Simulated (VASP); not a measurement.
# TeMo18S35 (a cell with a defect) in VASP: relaxation of the atoms with PBE

Aim: the relaxation of the atoms of TeMo18S35 (a cell with a defect) with PBE.

Program: VASP 6.6.1. These are calculated values, not measurements. Logs are shortened: lines on timing, memory, paths and dates and some standing lists are left out, and cuts for length are marked.

### 1 The cell of the first run

The cell holds a defect, 54 atoms: a = 9.507 Å, b = 9.507 Å, c = 12.324 Å, α = 90.00°, β = 90.00°, γ = 120.00°.

### 2 Relaxation of the atoms, PBE

Contents of INCAR:

```
SYSTEM = TeMo18S35
PREC = Accurate ; ENCUT = 520
EDIFF = 1E-6 ; ISMEAR = -1
SIGMA = 0.01 ; LREAL = Auto
LASPH = .True. ; NELM = 60
ALGO = Normal ; ISIF = 2
LWAVE = .False. ; LCHARG = .False.
GGA = PE ; IBRION = 2
NSW = 60 ; EDIFFG = -0.03
LUSENCCL = .False.
```

Contents of KPOINTS:

```
Automatic mesh
0
Gamma
  3 3 2
  0 0 0
```

Contents of POSCAR:

```
TeMo18S35
1.0
    9.5070000000      0.0000000000      0.0000000000
   -4.7535000000      8.2333035138      0.0000000000
    0.0000000000      0.0000000000     12.3240000000
Mo Te S
18 1 35
Direct
    0.1111111111      0.2222222222      0.2500000000
    0.1111111111      0.5555555556      0.2500000000
    0.1111111111      0.8888888889      0.2500000000
    0.4444444444      0.2222222222      0.2500000000
    0.4444444444      0.5555555556      0.2500000000
    0.4444444444      0.8888888889      0.2500000000
    0.7777777778      0.2222222222      0.2500000000
    0.7777777778      0.5555555556      0.2500000000
    0.7777777778      0.8888888889      0.2500000000
    0.2222222222      0.1111111111      0.7500000000
    0.2222222222      0.4444444444      0.7500000000
    0.2222222222      0.7777777778      0.7500000000
    0.5555555556      0.1111111111      0.7500000000
    0.5555555556      0.4444444444      0.7500000000
    0.5555555556      0.7777777778      0.7500000000
    0.8888888889      0.1111111111      0.7500000000
    0.8888888889      0.4444444444      0.7500000000
    0.8888888889      0.7777777778      0.7500000000
    0.1111111111      0.2222222222      0.6230000000
    0.1111111111      0.5555555556      0.6230000000
    0.1111111111      0.8888888889      0.6230000000
    0.4444444444      0.2222222222      0.6230000000
    0.4444444444      0.5555555556      0.6230000000
    0.4444444444      0.8888888889      0.6230000000
    0.7777777778      0.2222222222      0.6230000000
    0.7777777778      0.5555555556      0.6230000000
    0.7777777778      0.8888888889      0.6230000000
    0.2222222222      0.1111111111      0.1230000000
    0.2222222222      0.4444444444      0.1230000000
    0.2222222222      0.7777777778      0.1230000000
    0.5555555556      0.1111111111      0.1230000000
    0.5555555556      0.4444444444      0.1230000000
    0.5555555556      0.7777777778      0.1230000000
    0.8888888889      0.1111111111      0.1230000000
    0.8888888889      0.4444444444      0.1230000000
    0.8888888889      0.7777777778      0.1230000000
    0.1111111111      0.2222222222      0.8770000000
    0.1111111111      0.5555555556      0.8770000000
    0.1111111111      0.8888888889      0.8770000000
    0.4444444444      0.2222222222      0.8770000000
    0.4444444444      0.5555555556      0.8770000000
    0.4444444444      0.8888888889      0.8770000000
    0.7777777778      0.2222222222      0.8770000000
    0.7777777778      0.5555555556      0.8770000000
    0.7777777778      0.8888888889      0.8770000000
    0.2222222222      0.1111111111      0.3770000000
    0.2222222222      0.4444444444      0.3770000000
    0.2222222222      0.7777777778      0.3770000000
    0.5555555556      0.1111111111      0.3770000000
    0.5555555556      0.4444444444      0.3770000000
    0.5555555556      0.7777777778      0.3770000000
    0.8888888889      0.1111111111      0.3770000000
    0.8888888889      0.4444444444      0.3770000000
    0.8888888889      0.7777777778      0.3770000000
```

Potentials or basis: VASP PAW PBE potentials, release 64 (Mo_sv, Te, S).

Started as:

```
cat potpaw_PBE.64/Mo_sv/POTCAR potpaw_PBE.64/Te/POTCAR potpaw_PBE.64/S/POTCAR > POTCAR
mpirun -np 1 vasp_std > vasp.out
```

OUTCAR:

```text
SYSTEM = TeMo18S35
   PREC = Accurate
   ENCUT = 520
   EDIFF = 1E-6
   ISMEAR = -1
   LREAL = Auto
   LASPH = .True.
   NELM = 60
   ISIF = 2
   GGA = PE
   IBRION = 2
   NSW = 60
   EDIFFG = -0.03

 ion  position               nearest neighbor table
   1  0.111  0.222  0.250-  28 2.41  34 2.41  46 2.41  52 2.41  47 2.41  29 2.41   4 3.17   7 3.17
                             3 3.17   9 3.17   5 3.17   2 3.17
   2  0.111  0.556  0.250-  35 2.41  53 2.41  48 2.41  30 2.41  29 2.41  47 2.41   5 3.17   8 3.17
                             6 3.17   3 3.17   7 3.17   1 3.17
   3  0.111  0.889  0.250-  30 2.41  36 2.41  48 2.41  54 2.41  28 2.41  46 2.41   6 3.17   9 3.17
                             2 3.17   4 3.17   8 3.17   1 3.17
   4  0.444  0.222  0.250-  28 2.41  46 2.41  32 2.41  50 2.41  49 2.41  31 2.41   1 3.17   3 3.17
                             6 3.17   7 3.17   5 3.17   8 3.17
   5  0.444  0.556  0.250-  29 2.41  47 2.41  33 2.41  51 2.41  50 2.41  32 2.41   2 3.17   6 3.17
                             1 3.17   9 3.17   8 3.17   4 3.17
   6  0.444  0.889  0.250-  30 2.41  48 2.41  31 2.41  49 2.41  33 2.41  51 2.41   3 3.17   2 3.17
                             5 3.17   4 3.17   7 3.17   9 3.17
   7  0.778  0.222  0.250-  31 2.41  49 2.41  34 2.41  52 2.41  35 2.41  53 2.41   1 3.17   9 3.17
                             6 3.17   2 3.17   4 3.17   8 3.17
   8  0.778  0.556  0.250-  32 2.41  50 2.41  36 2.41  54 2.41  53 2.41  35 2.41   2 3.17   9 3.17
                             3 3.17   5 3.17   7 3.17   4 3.17
   9  0.778  0.889  0.250-  33 2.41  51 2.41  36 2.41  54 2.41  52 2.41  34 2.41   3 3.17   8 3.17
[... 42 lines left out ...]
  41  0.444  0.556  0.877-  11 2.41  15 2.41  14 2.41
  42  0.444  0.889  0.877-  12 2.41  13 2.41  15 2.41
  43  0.778  0.222  0.877-  13 2.41  16 2.41  17 2.41
[... 9 lines left out ...]
  53  0.889  0.444  0.377-   2 2.41   7 2.41   8 2.41
  54  0.889  0.778  0.377-   3 2.41   9 2.41   8 2.41

  LATTYP: Found a hexagonal cell.
 ALAT       =     9.5070000000
 C/A-ratio  =     1.2963079836

  Lattice vectors:

 A1 = (   9.5070000000,   0.0000000000,   0.0000000000)
 A2 = (  -4.7535000000,   8.2333035138,   0.0000000000)
 A3 = (   0.0000000000,   0.0000000000,  12.3240000000)

Analysis of symmetry for initial positions (statically):
=====================================================================
 Subroutine PRICEL returns:
 Original cell was already a primitive cell.

 Routine SETGRP: Setting up the symmetry group for a
 hexagonal supercell.

 Subroutine GETGRP returns: Found  6 space group operations
 (whereof  2 operations were pure point group operations)
 out of a pool of 24 trial point group operations.
[... 225 lines left out ...]
  Thomas-Fermi vector in A             =   2.418452
   LORBIT       =      0    0 simple, 1 ext, 2 COOP (PROOUT), +10 PAW based schemes
   GGA     = PE    functional components
   LHFCALC =     F    Hartree Fock is set to
   AEXX    =    0.0000 exact exchange contribution
   IVDW    =     0    specifies the selected vdW correction
   LEPSILON=     F    determine dielectric tensor
   LRPA    =     F    only Hartree local field effects (RPA)
 conjugate gradient relaxation of ions
 non-spin polarized calculation
  energy-cutoff  :      520.00
  volume of cell :      964.65
 maximum number of plane-waves:     26110
 NGX is ok and might be reduce to    72
   NGX = 35   NGY = 35   NGZ = 45

--------------------------------------- Ionic step        1  -------------------------------------------

 number of electron     467.9999972 magnetization

 Free energy of the ion-electron system (eV)
  ---------------------------------------------------
  ext. energy  EPLUGINS =         0.00000000
  ---------------------------------------------------
  free energy    TOTEN  =      -388.66313316 eV

  energy without entropy =     -388.66313316  energy(sigma->0) =     -388.66313316

------------------------ aborting loop because EDIFF is reached ----------------------------------------

  FORCE on cell =-STRESS in cart. coord.  units (eV):
  Direction    XX          YY          ZZ          XY          YZ          ZX
  --------------------------------------------------------------------------------------
  -------------------------------------------------------------------------------------
  Total       22.0761585     22.0761585     29.0495843      0.0000000     -0.0000000     -0.0000000
  in kB       36.6661049     36.6661049     48.2482088      0.0000000     -0.0000000     -0.0000000
  external PRESSURE =      40.5268062 kB  Pullay stress =       0.0000000 kB
[... 245 lines left out ...]
  FREE ENERGIE OF THE ION-ELECTRON SYSTEM (eV)
  ---------------------------------------------------
  free  energy   TOTEN  =      -390.0563564723 eV

  energy  without entropy=     -390.0563564723  energy(sigma->0) =     -390.05635647

[... ionic steps 4 to 24 ...]

--------------------------------------- Ionic step       25  -------------------------------------------

 number of electron     468.0000000 magnetization

------------------------ aborting loop because EDIFF is reached ----------------------------------------
[... 171 lines left out ...]
--------------------------------------- Ionic step       27  -------------------------------------------

 number of electron     468.0000002 magnetization

 Free energy of the ion-electron system (eV)
  ---------------------------------------------------
  ext. energy  EPLUGINS =         0.00000000
  ---------------------------------------------------
  free energy    TOTEN  =      -390.30812623 eV

  energy without entropy =     -390.30812623  energy(sigma->0) =     -390.30812623

 E-fermi :   7.9221     XC(G=0): -10.8622

 val. band max:        7.6752137491   @ k =   0.0000   0.0000   0.0000
 cond. band min:       8.5746807123   @ k =   0.3333   0.0000   0.0000
 fundamental gap:      0.8994669632
 Fermi energy:         7.9221369174

 k-point     1 :       0.0000    0.0000    0.0000
  band No.  band energies     occupation
      1     -53.9006      2.00000
      2     -53.8746      2.00000
      3     -53.8703      2.00000
      4     -53.8703      2.00000
      5     -53.8698      2.00000
      6     -53.8698      2.00000
[... 1483 lines left out ...]
    245       9.2153      0.00000
    246       9.2161      0.00000
 [bands above 246 left out]

------------------------ aborting loop because EDIFF is reached ----------------------------------------

  FORCE on cell =-STRESS in cart. coord.  units (eV):
  Direction    XX          YY          ZZ          XY          YZ          ZX
  --------------------------------------------------------------------------------------
  -------------------------------------------------------------------------------------
  Total       16.7688889     16.7688889     20.1337176      0.0000000      0.0000000      0.0000000
  in kB       27.8513057     27.8513057     33.4399213      0.0000000      0.0000000      0.0000000
  external PRESSURE =      29.7141776 kB  Pullay stress =       0.0000000 kB
[... 69 lines left out ...]
  FREE ENERGIE OF THE ION-ELECTRON SYSTEM (eV)
  ---------------------------------------------------
  free  energy   TOTEN  =      -390.3081262337 eV

  energy  without entropy=     -390.3081262337  energy(sigma->0) =     -390.30812623

 reached required accuracy - stopping structural energy minimisation
```

It took 82 min on 1 × NVIDIA H100 80GB with 1 thread of AMD EPYC 7R13 (Zen 3), shared host; peak memory 2.4 GiB.

What came out:

```yaml
Free_energy: -390.3081 eV
Energy_gained_by_relaxing: 30.5 meV/atom
Ionic_steps: 27
Pressure_after_relaxing: 3.0 GPa
Largest_force_after_relaxing: 0.019 eV/Å
Band_gap_on_the_k_mesh: 0.90 eV
```

Forces on the atoms (eV/Å):
```
Mo   0.000  0.000  0.011
Mo   0.003 -0.002  0.012
Mo   0.000  0.004  0.012
Mo  -0.003 -0.002  0.012
Mo  -0.003 -0.002  0.012
Mo   0.000  0.000  0.019
Mo   0.003 -0.002  0.012
Mo   0.000  0.000  0.016
Mo   0.000  0.004  0.012
Mo   0.004 -0.002 -0.002
Mo   0.000  0.005 -0.002
Mo   0.003  0.002  0.005
Mo   0.000 -0.003  0.005
Mo   0.005  0.003  0.005
Mo  -0.003  0.002  0.005
Mo  -0.004 -0.002 -0.002
Mo  -0.005  0.003  0.005
Mo   0.000 -0.005  0.005
Te   0.000  0.000 -0.002
S   -0.003  0.002 -0.002
S    0.000 -0.003 -0.002
S    0.003  0.001 -0.002
S    0.003  0.002 -0.002
S    0.000  0.000  0.014
S   -0.003  0.001 -0.002
S    0.000  0.000  0.010
S    0.000 -0.003 -0.002
S   -0.004  0.002 -0.011
S    0.000 -0.005 -0.011
S    0.002  0.001 -0.008
S    0.000 -0.003 -0.008
S    0.001  0.000 -0.012
S   -0.002  0.001 -0.008
S    0.004  0.002 -0.011
S   -0.001  0.000 -0.012
S    0.000 -0.001 -0.012
S    0.000  0.000  0.013
S   -0.002  0.002 -0.009
S    0.000 -0.003 -0.009
S    0.003  0.001 -0.009
S    0.002  0.002 -0.009
S    0.000  0.000  0.006
S   -0.003  0.001 -0.009
S    0.000  0.000  0.008
S    0.000 -0.003 -0.009
S   -0.004  0.002 -0.001
S    0.000 -0.005 -0.001
S   -0.003 -0.002 -0.004
S    0.000  0.003 -0.004
S   -0.006 -0.004 -0.007
S    0.003 -0.002 -0.004
S    0.004  0.002 -0.001
S    0.006 -0.004 -0.007
S    0.000  0.007 -0.007
```

The path:
```tsv
step	energy change (eV)	largest force (eV/Å)	pressure (GPa)
1	0.0000	8.9637	4.05
2	-0.1364	4.7671	3.29
3	-1.3932	1.2551	3.16
4	-1.5729	0.5605	2.91
5	-1.5754	0.4702	2.88
6	-1.6064	0.1851	2.91
7	-1.6074	0.1561	2.90
8	-1.6195	0.1329	2.97
9	-1.6247	0.1635	3.05
10	-1.6328	0.1084	3.04
11	-1.6337	0.0980	3.03
12	-1.6369	0.0622	2.97
13	-1.6374	0.0743	2.94
14	-1.6389	0.0398	2.94
15	-1.6389	0.0462	2.94
16	-1.6402	0.0305	2.97
17	-1.6403	0.0326	2.98
18	-1.6414	0.0393	2.99
19	-1.6415	0.0644	2.99
20	-1.6425	0.0594	2.97
21	-1.6430	0.0540	2.95
22	-1.6424	0.0907	2.91
23	-1.6431	0.0564	2.94
24	-1.6438	0.0543	2.94
25	-1.6444	0.0618	2.94
26	-1.6444	0.0633	2.94
27	-1.6450	0.0192	2.97
```

Final structure:
```
Mo Te S
1.0
     9.50700    0.00000    0.00000
    -4.75350    8.23330    0.00000
     0.00000    0.00000   12.32400
Mo Te S
18 1 35
Direct
  0.11111 0.22222 0.24835
  0.11085 0.55583 0.24789
  0.11085 0.88834 0.24789
  0.44499 0.22249 0.24789
  0.44499 0.55583 0.24789
  0.44444 0.88889 0.24813
  0.77750 0.22249 0.24789
  0.77778 0.55556 0.24830
  0.77750 0.88834 0.24789
  0.22460 0.10873 0.75271
  0.22460 0.44920 0.75271
  0.22217 0.77775 0.75415
  0.55558 0.11116 0.75415
  0.55588 0.44461 0.75296
  0.55558 0.77775 0.75415
  0.88413 0.10873 0.75271
  0.88872 0.44461 0.75296
  0.88872 0.77745 0.75296
  0.11111 0.22222 0.59520
  0.11118 0.55818 0.62643
  0.11118 0.88633 0.62643
  0.44700 0.22216 0.62643
  0.44700 0.55818 0.62643
  0.44444 0.88889 0.62737
  0.77515 0.22216 0.62643
  0.77778 0.55556 0.62620
  0.77515 0.88633 0.62643
  0.22216 0.11117 0.12158
  0.22216 0.44432 0.12158
  0.22226 0.77780 0.12135
  0.55554 0.11107 0.12135
  0.55586 0.44460 0.12146
  0.55554 0.77780 0.12135
  0.88901 0.11117 0.12158
  0.88874 0.44460 0.12146
  0.88874 0.77747 0.12146
  0.11111 0.22222 0.87468
  0.11035 0.55530 0.88025
  0.11035 0.88839 0.88025
  0.44494 0.22298 0.88025
  0.44494 0.55530 0.88025
  0.44444 0.88889 0.88068
  0.77803 0.22298 0.88025
  0.77778 0.55556 0.87955
  0.77803 0.88839 0.88025
  0.22307 0.11027 0.37398
  0.22307 0.44613 0.37398
  0.22221 0.77777 0.37486
  0.55556 0.11112 0.37486
  0.55583 0.44458 0.37501
  0.55556 0.77777 0.37486
  0.88720 0.11027 0.37398
  0.88875 0.44458 0.37501
  0.88875 0.77750 0.37501
```

Levels at points of the mesh, in eV from the valence-band top:
```
           k point  band 232  band 233  band 234  band 235  band 236  band 237
(0.00, 0.00, 0.00)     -0.56     -0.56      0.00      0.97      0.98      1.14
(0.00, 0.00, 0.50)     -0.61     -0.31     -0.21      0.98      0.98      1.14
```

Caveat: spin-orbit coupling is left out, which moves the levels of the heavy elements.
